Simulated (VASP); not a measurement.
Wanted: the native input for a VASP 6.6.1 run.

```yaml
Task: single point
Functional: LDA
Potentials_or_basis: VASP PAW LDA potentials, release 64 (Te, Be)
Cutoff: 520 eV
k_mesh: 8 × 8 × 8
Occupations: fermi-dirac, width 0.05 eV
Spin: no spin polarisation
Dipole_correction: no
Further_INCAR_settings: ALGO = Normal; EDIFF = 1e-06; NBANDS = 11
```

The structure of BeTe lies in POSCAR:

```
BeTe
1.0
    0.0000000000      2.7774796892      2.7774796892
    2.7774796892      0.0000000000      2.7774796892
    2.7774796892      2.7774796892      0.0000000000
Te Be
1 1
Direct
    0.7500000000      0.7500000000      0.7500000000
    0.0000000000      0.0000000000      0.0000000000
```

The input as run:

INCAR

```
PREC = Accurate
ENCUT = 520
EDIFF = 1E-6
ISMEAR = -1
SIGMA = 0.05
LREAL = F
LASPH = T
NELM = 100
ALGO = Normal
ISIF = 2
LWAVE = F
LCHARG = T
GGA = CA
LELF = T
LVHAR = T
NBANDS = 11
```

KPOINTS

```
Automatic mesh
0
Gamma
  8 8 8
```

Potentials or basis: VASP PAW LDA potentials, release 64 (Te, Be).

Run with:

```bash
$ cat potpaw_LDA.64/Te/POTCAR potpaw_LDA.64/Be/POTCAR > POTCAR
$ mpirun -np 1 vasp_std > vasp.out
```

It gave:

* Pressure: 0.3 GPa
* Band gap on the k mesh: 1.77 eV, indirect (least direct gap 3.55 eV)

Caveat: spin-orbit coupling is left out, which moves the levels of the heavy elements.

Wall time 5.5 s on 1 thread of Intel(R) Xeon(R) 6975P-C (Granite Rapids), on a shared host, peak memory 0.15 GiB.
